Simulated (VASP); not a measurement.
# Al3BiO (Pm-3m) in VASP: further runs

The runs below take Al3BiO through single point, with PBE.

All numbers are computed with VASP 6.6.1; they aren't measurements. Logs are shortened: lines on timing, memory, paths and dates and some standing lists are left out, and cuts for length are marked.

### Step 1. The cell of the first run

It takes space group Pm-3m (No. 221, cubic). The conventional cell has a = 4.503 Å, b = 4.503 Å, c = 4.503 Å, α = 90.00°, β = 90.00°, γ = 90.00°. Al (site symmetry 4/mmm) has 2 O at 2.25 Å within 3.0 Å. Bi (site symmetry m-3m) has 12 Al at 3.18 Å and 8 O at 3.90 Å within 4.2 Å. Within 3.0 Å of O (site symmetry m-3m) lie 6 Al at 2.25 Å.

### Step 2. Single point, PBE

Contents of INCAR:

```
SYSTEM = Al3BiO
ALGO     = Normal         ! electronic algorithm
EDIFF    = 1E-7           ! SCF threshold, eV
ENCUT    = 520            ! plane-wave cutoff, eV
GGA      = PE             ! functional
ISIF     = 2              ! what is computed and relaxed
ISMEAR   = 0              ! smearing method
LASPH    = .TRUE.         ! aspherical terms in the spheres
LCHARG   = .FALSE.        ! write CHGCAR
LREAL    = .FALSE.        ! projectors in reciprocal space
LWAVE    = .FALSE.        ! write WAVECAR
NBANDS   = 23             ! bands
NELM     = 80             ! most SCF steps
PREC     = Accurate       ! precision mode
SIGMA    = 0.1            ! smearing width, eV
```

Contents of KPOINTS:

```
k-points
0
G
  4 4 4
  0 0 0
```

Contents of POSCAR:

```
Al3BiO
1.0
    4.5032187510      0.0000000000      0.0000000000
    0.0000000000      4.5032187510      0.0000000000
    0.0000000000      0.0000000000      4.5032187510
Al Bi O
3 1 1
Direct
    0.5000000000      0.0000000000      0.0000000000
    0.0000000000      0.5000000000      0.0000000000
    0.0000000000      0.0000000000      0.5000000000
    0.5000000000      0.5000000000      0.5000000000
    0.0000000000      0.0000000000      0.0000000000
```

Potentials or basis: VASP PAW PBE potentials, release 64 (Al, Bi_d, O).

Command:

```
> cat potpaw_PBE.64/Al/POTCAR potpaw_PBE.64/Bi_d/POTCAR potpaw_PBE.64/O/POTCAR > POTCAR
> mpirun -np 1 vasp_std > vasp.out
```

OUTCAR:

```text
SYSTEM = Al3BiO
   EDIFF = 1E-7
   ENCUT = 520
   GGA = PE
   ISIF = 2
   ISMEAR = 0
   LASPH = .TRUE.
   LREAL = .FALSE.
   NELM = 80
   PREC = Accurate

 ion  position               nearest neighbor table
   1  0.500  0.000  0.000-   5 2.25   5 2.25   4 3.18   2 3.18   3 3.18   4 3.18   2 3.18   4 3.18
                             4 3.18   2 3.18   3 3.18   3 3.18   3 3.18   2 3.18
   2  0.000  0.500  0.000-   5 2.25   5 2.25   4 3.18   1 3.18   3 3.18   4 3.18   1 3.18   3 3.18
                             3 3.18   3 3.18   1 3.18   4 3.18   4 3.18   1 3.18
   3  0.000  0.000  0.500-   5 2.25   5 2.25   4 3.18   1 3.18   1 3.18   2 3.18   2 3.18   2 3.18
                             4 3.18   2 3.18   1 3.18   4 3.18   1 3.18   4 3.18
   4  0.500  0.500  0.500-   1 3.18   2 3.18   3 3.18   1 3.18   2 3.18   1 3.18   3 3.18   1 3.18
                             2 3.18   3 3.18   2 3.18   3 3.18
   5  0.000  0.000  0.000-   1 2.25   2 2.25   3 2.25   3 2.25   2 2.25   1 2.25

  LATTYP: Found a simple cubic cell.
 ALAT       =     4.5032187510

  Lattice vectors:

 A1 = (   4.5032187510,   0.0000000000,   0.0000000000)
 A2 = (   0.0000000000,   4.5032187510,   0.0000000000)
 A3 = (   0.0000000000,   0.0000000000,   4.5032187510)

Analysis of symmetry for initial positions (statically):
=====================================================================
 Subroutine PRICEL returns:
 Original cell was already a primitive cell.

 Routine SETGRP: Setting up the symmetry group for a
 simple cubic supercell.

 Subroutine GETGRP returns: Found 48 space group operations
 (whereof 48 operations were pure point group operations)
 out of a pool of 48 trial point group operations.

The static configuration has the point symmetry O_h .

Analysis of symmetry for dynamics (positions and initial velocities):
=====================================================================
 Subroutine PRICEL returns:
 Original cell was already a primitive cell.

 Routine SETGRP: Setting up the symmetry group for a
 simple cubic supercell.

 Subroutine GETGRP returns: Found 48 space group operations
 (whereof 48 operations were pure point group operations)
 out of a pool of 48 trial point group operations.

The dynamic configuration has the point symmetry O_h .

 Subroutine INISYM returns: Found 48 space group operations
 (whereof 48 operations are pure point group operations),
 and found     1 'primitive' translations

----------------------------------------------------------------------------------------

                                     Primitive cell

  volume of cell :      91.3207

  direct lattice vectors                    reciprocal lattice vectors
     4.503218751  0.000000000  0.000000000     0.222063385  0.000000000  0.000000000
     0.000000000  4.503218751  0.000000000     0.000000000  0.222063385  0.000000000
     0.000000000  0.000000000  4.503218751     0.000000000  0.000000000  0.222063385

  length of vectors
     4.503218751  4.503218751  4.503218751     0.222063385  0.222063385  0.222063385

  position of ions in fractional coordinates (direct lattice)
     0.500000000  0.000000000  0.000000000
     0.000000000  0.500000000  0.000000000
     0.000000000  0.000000000  0.500000000
     0.500000000  0.500000000  0.500000000
     0.000000000  0.000000000  0.000000000

  ion indices of the primitive-cell ions
   primitive index   ion index
                 1           1
                 2           2
                 3           3
                 4           4
                 5           5

----------------------------------------------------------------------------------------

 KPOINTS: k-points

Automatic generation of k-mesh.
 Grid dimensions read from file:
 generate k-points for:    4    4    4

 Generating k-lattice:

  Cartesian coordinates                     Fractional coordinates (reciprocal lattice)
     0.055515846  0.000000000  0.000000000     0.250000000  0.000000000  0.000000000
     0.000000000  0.055515846  0.000000000     0.000000000  0.250000000  0.000000000
     0.000000000  0.000000000  0.055515846     0.000000000  0.000000000  0.250000000

  Length of vectors
     0.055515846  0.055515846  0.055515846

  Shift w.r.t. Gamma in fractional coordinates (k-lattice)
     0.000000000  0.000000000  0.000000000

 Subroutine IBZKPT returns following result:
 ===========================================

 Found     10 irreducible k-points:

 Following reciprocal coordinates:
            Coordinates               Weight
  0.000000  0.000000  0.000000      1.000000
  0.250000  0.000000  0.000000      6.000000
  0.500000  0.000000  0.000000      3.000000
  0.250000  0.250000  0.000000     12.000000
  0.500000  0.250000  0.000000     12.000000
  0.500000  0.500000  0.000000      3.000000
  0.250000  0.250000  0.250000      8.000000
  0.500000  0.250000  0.250000     12.000000
  0.500000  0.500000  0.250000      6.000000
  0.500000  0.500000  0.500000      1.000000
   k-points           NKPTS =     10   k-points in BZ     NKDIM =     10   number of bands    NBANDS=     23
   number of dos      NEDOS =    301   number of ions     NIONS =      5
   total plane-waves  NPLWV =  46656
   dimension x,y,z NGX =    36 NGY =   36 NGZ =   36
   dimension x,y,z NGXF=    72 NGYF=   72 NGZF=   72
   ions per type =               3   1   1
   NGX,Y,Z   is equivalent  to a cutoff of  13.29, 13.29, 13.29 a.u.
   NGXF,Y,Z  is equivalent  to a cutoff of  26.58, 26.58, 26.58 a.u.
 SYSTEM =  Al3BiO
   PREC   = accura    normal or accurate (medium, high low for compatibility)
   ISTART =      0    job   : 0-new  1-cont  2-samecut
   ICHARG =      2    charge: 1-file 2-atom 10-const
   ISPIN  =      1    spin polarized calculation?
   LNONCOLLINEAR =      F non collinear calculations
   LSORBIT =      F    spin-orbit coupling
   LASPH  =      T    aspherical Exc in radial PAW
   ENCUT  =  520.0 eV  38.22 Ry    6.18 a.u.   8.37  8.37  8.37*2*pi/ulx,y,z
   NELM   =     80;   NELMIN=  2; NELMDL= -5     # of ELM steps
   EDIFF  = 0.1E-06   stopping-criterion for ELM
   LREAL  =      F    real-space projection
   EDIFFG = 0.1E-05   stopping-criterion for IOM
   NSW    =      0    number of steps for IOM
   IBRION =     -1    ionic relax: 0-MD 1-quasi-New 2-CG
   NFREE  =      0    steps in history (QN), initial steepest desc. (CG)
   ISIF   =      2    stress and relaxation
   ISYM   =      2    0-nonsym 1-usesym 2-fastsym
   POTIM  = 0.5000    time-step for ionic-motion
   TEBEG  =    0.0;   TEEND  =   0.0 temperature during run
   PSTRESS=    0.0 pullay stress
   NELECT =      30.0000    total number of electrons
   NUPDOWN=      -1.0000    fix difference up-down
   EMIN   =  10.00;   EMAX   =-10.00  energy-range for DOS
   EFERMI =   0.00;   METHOD = LEGACY
   ISMEAR =     0;   SIGMA  =   0.10  broadening in eV -4-tet -1-fermi 0-gaus
   EFERMI_NEDOS =   21; number of points for ismear=-14 and -15
   IALGO  =     38    algorithm
   IMIX   =      4    mixing-type and parameters
     AMIX     =   0.40;   BMIX     =  1.00
     AMIX_MAG =   1.60;   BMIX_MAG =  1.00
  volume/ion in A,a.u.               =      18.26       123.25
  Fermi-wavevector in a.u.,A,eV,Ry     =   1.129602  2.134639 17.361050  1.276001
  Thomas-Fermi vector in A             =   2.266296
   LORBIT       =      0    0 simple, 1 ext, 2 COOP (PROOUT), +10 PAW based schemes
   GGA     = PE    functional components
   LHFCALC =     F    Hartree Fock is set to
   AEXX    =    0.0000 exact exchange contribution
   IVDW    =     0    specifies the selected vdW correction
   LEPSILON=     F    determine dielectric tensor
   LRPA    =     F    only Hartree local field effects (RPA)
 non-spin polarized calculation
 Gauss-broadening in eV      SIGMA  =   0.10
  energy-cutoff  :      520.00
  volume of cell :       91.32
 maximum number of plane-waves:      2517
 NGX is ok and might be reduce to    36
   NGX = 17   NGY = 17   NGZ = 17

 number of electron      30.0000006 magnetization

 Free energy of the ion-electron system (eV)
  ---------------------------------------------------
  ext. energy  EPLUGINS =         0.00000000
  ---------------------------------------------------
  free energy    TOTEN  =       -21.46444881 eV

  energy without entropy =      -21.44253912  energy(sigma->0) =      -21.45349396

 E-fermi :   7.3079     XC(G=0): -10.2212

 val. band max:        7.2916122581   @ k =   0.5000   0.5000   0.2500
 cond. band min:       7.8314775441   @ k =   0.5000   0.2500   0.2500
 fundamental gap:      0.5398652860
 Fermi energy:         7.3078885373

 k-point     1 :       0.0000    0.0000    0.0000
  band No.  band energies     occupation
      1     -15.2094      2.00000
      2     -15.2094      2.00000
      3     -15.2077      2.00000
      4     -15.2077      2.00000
      5     -15.2077      2.00000
      6     -11.9329      2.00000
[... 15 lines left out ...]
     22      12.4247      0.00000
     23      13.4369      0.00000

 k-point     2 :       0.2500    0.0000    0.0000
  band No.  band energies     occupation
      1     -15.2095      2.00000
      2     -15.2095      2.00000
      3     -15.2090      2.00000
      4     -15.2075      2.00000
      5     -15.2032      2.00000
      6     -11.9079      2.00000
[... 15 lines left out ...]
     22      12.5068      0.00000
     23      12.7813      0.00000

 k-point     3 :       0.5000    0.0000    0.0000
  band No.  band energies     occupation
      1     -15.2114      2.00000
      2     -15.2114      2.00000
      3     -15.2086      2.00000
      4     -15.2073      2.00000
      5     -15.1971      2.00000
      6     -11.8825      2.00000
[... 15 lines left out ...]
     22      12.5057      0.00000
     23      12.6778      0.00000
[... 131 lines left out ...]
 k-point     9 :       0.5000    0.5000    0.2500
  band No.  band energies     occupation
      1     -15.2166      2.00000
      2     -15.2135      2.00000
      3     -15.2135      2.00000
      4     -15.1963      2.00000
      5     -15.1903      2.00000
      6     -11.8222      2.00000
[... 15 lines left out ...]
     22      14.3948      0.00000
     23      14.5204      0.00000

 k-point    10 :       0.5000    0.5000    0.5000
  band No.  band energies     occupation
      1     -15.2159      2.00000
      2     -15.2159      2.00000
      3     -15.2159      2.00000
      4     -15.1902      2.00000
      5     -15.1902      2.00000
      6     -11.8048      2.00000
[... 15 lines left out ...]
     22      14.9280      0.00000
     23      15.0898      0.00000

------------------------ aborting loop because EDIFF is reached ----------------------------------------

  FORCE on cell =-STRESS in cart. coord.  units (eV):
  Direction    XX          YY          ZZ          XY          YZ          ZX
  --------------------------------------------------------------------------------------
  -------------------------------------------------------------------------------------
  Total       -0.1924321     -0.1924321     -0.1924321      0.0000000      0.0000000     -0.0000000
  in kB       -3.3761285     -3.3761285     -3.3761285      0.0000000      0.0000000     -0.0000000
  external PRESSURE =      -3.3761285 kB  Pullay stress =       0.0000000 kB

 VOLUME and BASIS-vectors are now :
 -----------------------------------------------------------------------------
  energy-cutoff  :      520.00
  volume of cell :       91.32
      direct lattice vectors                 reciprocal lattice vectors
     4.503218751  0.000000000  0.000000000     0.222063385  0.000000000  0.000000000
     0.000000000  4.503218751  0.000000000     0.000000000  0.222063385  0.000000000
     0.000000000  0.000000000  4.503218751     0.000000000  0.000000000  0.222063385

 POSITION                                       TOTAL-FORCE (eV/Angst)
 -----------------------------------------------------------------------------------
      2.25161      0.00000      0.00000         0.000000      0.000000      0.000000
      0.00000      2.25161      0.00000         0.000000      0.000000      0.000000
      0.00000      0.00000      2.25161         0.000000      0.000000      0.000000
      2.25161      2.25161      2.25161         0.000000      0.000000      0.000000
      0.00000      0.00000      0.00000         0.000000      0.000000      0.000000
 -----------------------------------------------------------------------------------
    total drift:                                0.000000      0.000000      0.000000

  FREE ENERGIE OF THE ION-ELECTRON SYSTEM (eV)
  ---------------------------------------------------
  free  energy   TOTEN  =       -21.4644488085 eV

  energy  without entropy=      -21.4425391188  energy(sigma->0) =      -21.45349396
```

It took 48 s on 1 thread of Intel Xeon 6975P-C, shared host; peak memory 0.21 GiB.

What came out:

| Quantity | Value |
| --- | --- |
| Free energy | -21.4644 eV |
| Pressure | -0.3 GPa |
| Band gap on the k mesh | zero (band 15 reaches 7.29 eV, above the bottom of band 16 at 5.70 eV) |

Levels at points of the mesh, in eV from the Fermi level:
```csv
k point,band 12,band 13,band 14,band 15,band 16,band 17,band 18,band 19
"(0.00, 0.00, 0.00)",-1.95,-1.95,-1.61,-1.61,-1.61,3.72,3.72,3.72
"(0.50, 0.00, 0.00)",-1.92,-1.92,-0.92,-0.18,0.61,2.07,2.07,2.83
"(0.50, 0.50, 0.00)",-3.07,-3.07,-0.70,-0.19,1.13,1.13,2.34,2.34
"(0.50, 0.50, 0.50)",-4.59,-4.59,-0.34,-0.34,-0.34,1.32,7.09,7.09
```

Caveat: spin-orbit coupling is left out, which moves the levels of the heavy elements.

### Step 3. Single point, PBE

This run uses another cell than the first one, of 20.40 Å³/atom, 1.117 times its volume.

Contents of INCAR:

```
  ALGO = Normal
  EDIFF = 1E-6
  ENCUT = 520
  GGA = PE
  ISIF = 2
  ISMEAR = 0
  LASPH = T
  LCHARG = F
  LREAL = F
  LWAVE = F
  NBANDS = 23
  NELM = 60
  PREC = Accurate
  SIGMA = 0.1
```

Contents of KPOINTS:

```
k-points
0
Gamma
  4 4 4
```

Changes to POSCAR since step 2:

```diff
@@ -2,5 +2,5 @@
 1.0
-    4.5032187510      0.0000000000      0.0000000000
-    0.0000000000      4.5032187510      0.0000000000
-    0.0000000000      0.0000000000      4.5032187510
+    4.6726254100      0.0000000000      0.0000000000
+    0.0000000000      4.6726254100      0.0000000000
+    0.0000000000      0.0000000000      4.6726254100
 Al Bi O
```

Potentials or basis: VASP PAW PBE potentials, release 64 (Al, Bi_d, O).

Command:

```
> cat potpaw_PBE.64/Al/POTCAR potpaw_PBE.64/Bi_d/POTCAR potpaw_PBE.64/O/POTCAR > POTCAR
> mpirun -np 1 vasp_std > vasp.out
```

Wall time 42 s (1 thread of Intel Xeon 6975P-C, shared host); peak memory 0.21 GiB.

Results (log left out):

| Property | Result |
| --- | --- |
| Free energy | -21.2178 eV |
| Pressure | -6.5 GPa |
| Band gap on the k mesh | zero (band 15 reaches 6.05 eV, above the bottom of band 16 at 4.70 eV) |

Levels at points of the mesh, in eV from the Fermi level:
```tsv
k point	band 12	band 13	band 14	band 15	band 16	band 17	band 18	band 19
(0.00, 0.00, 0.00)	-1.90	-1.90	-1.34	-1.34	-1.34	3.63	3.63	3.63
(0.50, 0.00, 0.00)	-1.56	-1.56	-1.09	-0.31	0.86	2.08	2.08	2.53
(0.50, 0.50, 0.00)	-2.60	-2.60	-0.50	-0.15	1.31	1.31	2.03	2.03
(0.50, 0.50, 0.50)	-3.97	-3.97	-0.32	-0.32	-0.32	1.24	6.37	6.37
```

Caveat: spin-orbit coupling is left out, which moves the levels of the heavy elements.
